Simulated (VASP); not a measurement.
# Y in VASP: single point with r2SCAN

Aim: the single point of Y with r2SCAN.

Everything below comes from runs of VASP 6.6.1. Logs are shortened: lines on timing, memory, paths and dates and some standing lists are left out, and cuts for length are marked.

## Step 1: The cell of the first run

The typed cell holds 2 atoms: a = 3.680 Å, b = 3.680 Å, c = 5.842 Å, α = 90.00°, β = 90.00°, γ = 120.00°.

## Step 2: Single point, r2SCAN

POSCAR reads:

```
Y
1.0
    3.6802375700      0.0000000000      0.0000000000
   -1.8401187800      3.1871815800      0.0000000000
    0.0000000000      0.0000000000      5.8419036900
Y
2
Direct
    0.3333000000      0.6667000000      0.2500000000
    0.6666000000      0.3333000000      0.7500000000
```

INCAR.step1 reads:

```
ALGO = Normal
EDIFF = 1E-4
ENCUT = 520
GGA = PE
ISMEAR = 1
LASPH = T
LCHARG = F
LREAL = F
LWAVE = T
NBANDS = 18
NELM = 100
PREC = Accurate
SIGMA = 0.0155
```

INCAR.step2 reads:

```
ALGO = Normal
EDIFF = 1E-6
ENCUT = 520
ISIF = 2
ISMEAR = 1
ISTART = 1
LASPH = T
LCHARG = F
LMIXTAU = T
LREAL = F
LWAVE = F
METAGGA = R2SCAN
NBANDS = 18
NELM = 100
PREC = Accurate
SIGMA = 0.0155
```

KPOINTS reads:

```
k-points
0
Gamma
  8 8 5
```

Potentials or basis: VASP PAW PBE potentials, release 64 (Y_sv).

Run with:

```console
$ cat potpaw_PBE.64/Y_sv/POTCAR > POTCAR
$ cp INCAR.step1 INCAR
$ mpirun -np 1 vasp_std > vasp.out
$ cp INCAR.step2 INCAR
$ mpirun -np 1 vasp_std > vasp.out
```

OUTCAR:

```text
EDIFF = 1E-6
   ENCUT = 520
   ISIF = 2
   ISMEAR = 1
   ISTART = 1
   LASPH = T
   LREAL = F
   METAGGA = R2SCAN
   NELM = 100
   PREC = Accurate

 ion  position               nearest neighbor table
   1  0.333  0.667  0.250-   2 3.61   2 3.61   2 3.61   2 3.61   2 3.61   2 3.61
   2  0.667  0.333  0.750-   1 3.61   1 3.61   1 3.61   1 3.61   1 3.61   1 3.61

  LATTYP: Found a hexagonal cell.
 ALAT       =     3.6802375700
 C/A-ratio  =     1.5873713528

  Lattice vectors:

 A1 = (   3.6802375700,   0.0000000000,   0.0000000000)
 A2 = (  -1.8401187800,   3.1871815800,   0.0000000000)
 A3 = (   0.0000000000,   0.0000000000,   5.8419036900)

Analysis of symmetry for initial positions (statically):
=====================================================================
 Subroutine PRICEL returns:
 Original cell was already a primitive cell.

 Routine SETGRP: Setting up the symmetry group for a
 hexagonal supercell.

 Subroutine GETGRP returns: Found  8 space group operations
 (whereof  2 operations were pure point group operations)
 out of a pool of 24 trial point group operations.

The static configuration has the point symmetry C_2 .
 The point group associated with its full space group is D_2h.

Analysis of symmetry for dynamics (positions and initial velocities):
=====================================================================
 Subroutine PRICEL returns:
 Original cell was already a primitive cell.

 Routine SETGRP: Setting up the symmetry group for a
 hexagonal supercell.

 Subroutine GETGRP returns: Found  8 space group operations
 (whereof  2 operations were pure point group operations)
 out of a pool of 24 trial point group operations.

The dynamic configuration has the point symmetry C_2 .
 The point group associated with its full space group is D_2h.

 Subroutine INISYM returns: Found  8 space group operations
 (whereof  2 operations are pure point group operations),
 and found     1 'primitive' translations

----------------------------------------------------------------------------------------

                                     Primitive cell

  volume of cell :      68.5231

  direct lattice vectors                    reciprocal lattice vectors
     3.680237570  0.000000000  0.000000000     0.271721589  0.156878416  0.000000000
    -1.840118780  3.187181580  0.000000000     0.000000000  0.313756833  0.000000000
     0.000000000  0.000000000  5.841903690     0.000000000  0.000000000  0.171177077

  length of vectors
     3.680237570  3.680239605  5.841903690     0.313757007  0.313756833  0.171177077

  position of ions in fractional coordinates (direct lattice)
     0.333300000  0.666700000  0.250000000
     0.666600000  0.333300000  0.750000000

  ion indices of the primitive-cell ions
   primitive index   ion index
                 1           1
                 2           2

----------------------------------------------------------------------------------------

 KPOINTS: k-points

Automatic generation of k-mesh.
 Grid dimensions read from file:
 generate k-points for:    8    8    5

 Generating k-lattice:

  Cartesian coordinates                     Fractional coordinates (reciprocal lattice)
     0.033965199  0.019609802  0.000000000     0.125000000  0.000000000  0.000000000
     0.000000000  0.039219604  0.000000000     0.000000000  0.125000000  0.000000000
     0.000000000  0.000000000  0.034235415     0.000000000  0.000000000  0.200000000

  Length of vectors
     0.039219626  0.039219604  0.034235415

  Shift w.r.t. Gamma in fractional coordinates (k-lattice)
     0.000000000  0.000000000  0.000000000

 Subroutine IBZKPT returns following result:
 ===========================================

 Found     63 irreducible k-points:

 Following reciprocal coordinates:
            Coordinates               Weight
  0.000000  0.000000  0.000000      1.000000
  0.125000  0.000000  0.000000      4.000000
  0.000000  0.125000  0.000000      2.000000
  0.250000  0.000000  0.000000      4.000000
  0.000000  0.250000  0.000000      2.000000
  0.375000  0.000000  0.000000      4.000000
[... 16 lines left out ...]
  0.125000  0.000000  0.200000      8.000000
  0.000000  0.125000  0.200000      4.000000
 [... further k-points ...]
   k-points           NKPTS =     63   k-points in BZ     NKDIM =     63   number of bands    NBANDS=     18
   number of dos      NEDOS =    301   number of ions     NIONS =      2
   total plane-waves  NPLWV =  37632
   dimension x,y,z NGX =    28 NGY =   28 NGZ =   48
   dimension x,y,z NGXF=    56 NGYF=   56 NGZF=   96
   ions per type =               2
   NGX,Y,Z   is equivalent  to a cutoff of  12.65, 12.65, 13.66 a.u.
   NGXF,Y,Z  is equivalent  to a cutoff of  25.30, 25.30, 27.32 a.u.
 SYSTEM =  unknown system
   PREC   = accura    normal or accurate (medium, high low for compatibility)
   ISTART =      1    job   : 0-new  1-cont  2-samecut
   ICHARG =      0    charge: 1-file 2-atom 10-const
   ISPIN  =      1    spin polarized calculation?
   LNONCOLLINEAR =      F non collinear calculations
   LSORBIT =      F    spin-orbit coupling
   LASPH  =      T    aspherical Exc in radial PAW
   ENCUT  =  520.0 eV  38.22 Ry    6.18 a.u.   6.84  6.84 10.86*2*pi/ulx,y,z
   NELM   =    100;   NELMIN=  2; NELMDL=  0     # of ELM steps
   EDIFF  = 0.1E-05   stopping-criterion for ELM
   LREAL  =      F    real-space projection
   EDIFFG = 0.1E-04   stopping-criterion for IOM
   NSW    =      0    number of steps for IOM
   IBRION =     -1    ionic relax: 0-MD 1-quasi-New 2-CG
   NFREE  =      0    steps in history (QN), initial steepest desc. (CG)
   ISIF   =      2    stress and relaxation
   ISYM   =      2    0-nonsym 1-usesym 2-fastsym
   POTIM  = 0.5000    time-step for ionic-motion
   TEBEG  =    0.0;   TEEND  =   0.0 temperature during run
   PSTRESS=    0.0 pullay stress
   NELECT =      22.0000    total number of electrons
   NUPDOWN=      -1.0000    fix difference up-down
   EMIN   =  10.00;   EMAX   =-10.00  energy-range for DOS
   EFERMI =   0.00;   METHOD = LEGACY
   ISMEAR =     1;   SIGMA  =   0.02  broadening in eV -4-tet -1-fermi 0-gaus
   EFERMI_NEDOS =   21; number of points for ismear=-14 and -15
   IALGO  =     38    algorithm
   IMIX   =      4    mixing-type and parameters
     AMIX     =   0.40;   BMIX     =  1.00
     AMIX_MAG =   1.60;   BMIX_MAG =  1.00
  volume/ion in A,a.u.               =      34.26       231.21
  Fermi-wavevector in a.u.,A,eV,Ry     =   1.120994  2.118372 17.097462  1.256628
  Thomas-Fermi vector in A             =   2.257645
   LORBIT       =      0    0 simple, 1 ext, 2 COOP (PROOUT), +10 PAW based schemes
   METAGGA = R2SCAN    functional components
   LHFCALC =     F    Hartree Fock is set to
   AEXX    =    0.0000 exact exchange contribution
   IVDW    =     0    specifies the selected vdW correction
   LEPSILON=     F    determine dielectric tensor
   LRPA    =     F    only Hartree local field effects (RPA)
 non-spin polarized calculation
 Methfessel and Paxton  Order N= 1 SIGMA  =   0.02
  energy-cutoff  :      520.00
  volume of cell :       68.52
 maximum number of plane-waves:      1882
   NGX = 13   NGY = 13   NGZ = 21

 number of electron      22.0000000 magnetization

 Free energy of the ion-electron system (eV)
  ---------------------------------------------------
  ext. energy  EPLUGINS =         0.00000000
  ---------------------------------------------------
  free energy    TOTEN  =       -40.52218084 eV

  energy without entropy =      -40.52220038  energy(sigma->0) =      -40.52218735

 E-fermi :   2.8096     XC(G=0):  -9.8962

 val. band max:        2.8069474149   @ k =   0.0000   0.3750   0.0000
 cond. band min:       2.8472816006   @ k =   0.5000   0.0000   0.4000
 fundamental gap:      0.0403341857
 Fermi energy:         2.8096038175

 k-point     1 :       0.0000    0.0000    0.0000
  band No.  band energies     occupation
      1     -41.4624      2.00000
      2     -41.3990      2.00000
      3     -21.0390      2.00000
      4     -20.6075      2.00000
      5     -20.6075      2.00000
      6     -20.5322      2.00000
[... 10 lines left out ...]
     17       5.9296      0.00000
     18       5.9302      0.00000

 k-point     2 :       0.1250    0.0000    0.0000
  band No.  band energies     occupation
      1     -41.4554      2.00000
      2     -41.3963      2.00000
      3     -21.0139      2.00000
      4     -20.6591      2.00000
      5     -20.6245      2.00000
      6     -20.5857      2.00000
[... 10 lines left out ...]
     17       5.6324      0.00000
     18       5.6934      0.00000

 k-point     3 :       0.0000    0.1250    0.0000
  band No.  band energies     occupation
      1     -41.4554      2.00000
      2     -41.3963      2.00000
      3     -21.0139      2.00000
      4     -20.6591      2.00000
      5     -20.6245      2.00000
      6     -20.5857      2.00000
[... 10 lines left out ...]
     17       5.6328      0.00000
     18       5.6932      0.00000

 k-point     4 :       0.2500    0.0000    0.0000
  band No.  band energies     occupation
      1     -41.4377      2.00000
      2     -41.3905      2.00000
      3     -20.9465      2.00000
      4     -20.7848      2.00000
      5     -20.7094      2.00000
      6     -20.6633      2.00000
[... 375 lines left out ...]
      4     -20.6003      2.00000
      5     -20.6003      2.00000
      6     -20.5610      2.00000
[... 10 lines left out ...]
     17       6.2941      0.00000
     18       6.2947      0.00000

 k-point    23 :       0.1250    0.0000    0.2000
  band No.  band energies     occupation
      1     -41.4498      2.00000
      2     -41.4019      2.00000
      3     -20.9724      2.00000
      4     -20.6490      2.00000
      5     -20.6180      2.00000
      6     -20.6164      2.00000
[... 10 lines left out ...]
     17       6.1426      0.00000
     18       6.1790      0.00000

 k-point    24 :       0.0000    0.1250    0.2000
  band No.  band energies     occupation
      1     -41.4498      2.00000
      2     -41.4019      2.00000
      3     -20.9724      2.00000
      4     -20.6490      2.00000
      5     -20.6180      2.00000
      6     -20.6164      2.00000
[... 10 lines left out ...]
     17       6.1429      0.00000
     18       6.1788      0.00000

 [... further k-points ...]

------------------------ aborting loop because EDIFF is reached ----------------------------------------

  FORCE on cell =-STRESS in cart. coord.  units (eV):
  Direction    XX          YY          ZZ          XY          YZ          ZX
  --------------------------------------------------------------------------------------
  -------------------------------------------------------------------------------------
  Total       -0.2526166     -0.2526118     -0.4721692     -0.0000000      0.0000000      0.0000000
  in kB       -5.9065702     -5.9064583    -11.0400525     -0.0000000      0.0000000      0.0000000
  external PRESSURE =      -7.6176937 kB  Pullay stress =       0.0000000 kB

 VOLUME and BASIS-vectors are now :
 -----------------------------------------------------------------------------
  energy-cutoff  :      520.00
  volume of cell :       68.52
      direct lattice vectors                 reciprocal lattice vectors
     3.680237570  0.000000000  0.000000000     0.271721589  0.156878416  0.000000000
    -1.840118780  3.187181580  0.000000000     0.000000000  0.313756833  0.000000000
     0.000000000  0.000000000  5.841903690     0.000000000  0.000000000  0.171177077

 POSITION                                       TOTAL-FORCE (eV/Angst)
 -----------------------------------------------------------------------------------
     -0.00018      2.12489      1.46048        -0.000000     -0.000050      0.000000
      1.83993      1.06229      4.38143         0.000000      0.000050      0.000000
 -----------------------------------------------------------------------------------
    total drift:                               -0.000000     -0.000000     -0.000000

  FREE ENERGIE OF THE ION-ELECTRON SYSTEM (eV)
  ---------------------------------------------------
  free  energy   TOTEN  =       -40.5221808366 eV

  energy  without entropy=      -40.5222003808  energy(sigma->0) =      -40.52218735
```

Run time: 6.1 min. Hardware: 1 thread of Intel Xeon 8259CL, shared host; peak memory 0.25 GiB.

Results:

```
Free energy            : -40.5222 eV
Pressure               : -0.8 GPa
Band gap on the k mesh : zero (bands 11 and 12 overlap by 1.23 eV)
```

Levels at points of the mesh, in eV from the Fermi level:
| k point | band 7 | band 8 | band 9 | band 10 | band 11 | band 12 | band 13 | band 14 | band 15 | band 16 |
| --- | --- | --- | --- | --- | --- | --- | --- | --- | --- | --- |
| (0.00, 0.00, 0.00) | -23.34 | -23.32 | -4.83 | -1.82 | 0.56 | 1.99 | 1.99 | 2.22 | 2.59 | 2.59 |
| (0.50, 0.00, 0.00) | -23.45 | -23.40 | -1.66 | -1.11 | -0.76 | -0.22 | 1.42 | 1.76 | 2.15 | 5.28 |
| (0.00, 0.50, 0.00) | -23.45 | -23.40 | -1.66 | -1.11 | -0.76 | -0.22 | 1.42 | 1.76 | 2.15 | 5.28 |

Caveat: the PAW data sets were made with another functional, which shifts forces and pressure a little.
